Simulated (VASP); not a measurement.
Set up this calculation in VASP 6.6.1, as the native input.

| Property | Result |
| --- | --- |
| Task | single point |
| Functional | LDA |
| Potentials or basis | VASP PAW LDA potentials, release 64 (W_sv, C_h) |
| Cutoff | 910 eV |
| k mesh | 10 × 10 × 10 |
| Occupations | fermi-dirac, width 0.1 eV |
| Spin | no spin polarisation |
| Dipole correction | no |
| Second run | hard_potentials |
| Further INCAR settings | ALGO = Normal; EDIFF = 1e-06; NBANDS = 16 |

The structure of WC lies in POSCAR:

```
WC
1.0
    0.0000000000      2.1926840000      2.1926840000
    2.1926840000      0.0000000000      2.1926840000
    2.1926840000      2.1926840000      0.0000000000
W C
1 1
Direct
    0.0000000000      0.0000000000      0.0000000000
    0.5000000000      0.5000000000      0.5000000000
```

One way to write it, as run:

INCAR

```
SYSTEM = WC
PREC = Accurate
ENCUT = 910
EDIFF = 1E-6
ISMEAR = -1
SIGMA = 0.1
LREAL = .FALSE.
LASPH = .TRUE.
NELM = 120
ALGO = Normal
ISIF = 2
LWAVE = .FALSE.
LCHARG = .FALSE.
GGA = CA
NBANDS = 16
GGA_COMPAT = .FALSE.
```

KPOINTS

```
Automatic mesh
0
G
  10 10 10
  0 0 0
```

Potentials or basis: VASP PAW LDA potentials, release 64 (W_sv, C_h).

Run with:

```sh
$ cat potpaw_LDA.64/W_sv/POTCAR potpaw_LDA.64/C_h/POTCAR > POTCAR
$ mpirun -np 1 vasp_std > vasp.out
```

Results of the run:

- Pressure: -14.1 GPa
- Band gap on the k mesh: zero (band 9 reaches 13.61 eV, above the bottom of band 10 at 10.45 eV)

Caveat: the cutoff is under 1.25 times the usual one of these potentials, so pressure, stress and relaxed cells hold a basis-set (Pulay) error; spin-orbit coupling is left out, which moves the levels of the heavy elements.

Run time: 9.8 s on 1 thread of Intel(R) Xeon(R) 6975P-C (Granite Rapids), on a shared host, peak memory 0.18 GiB.
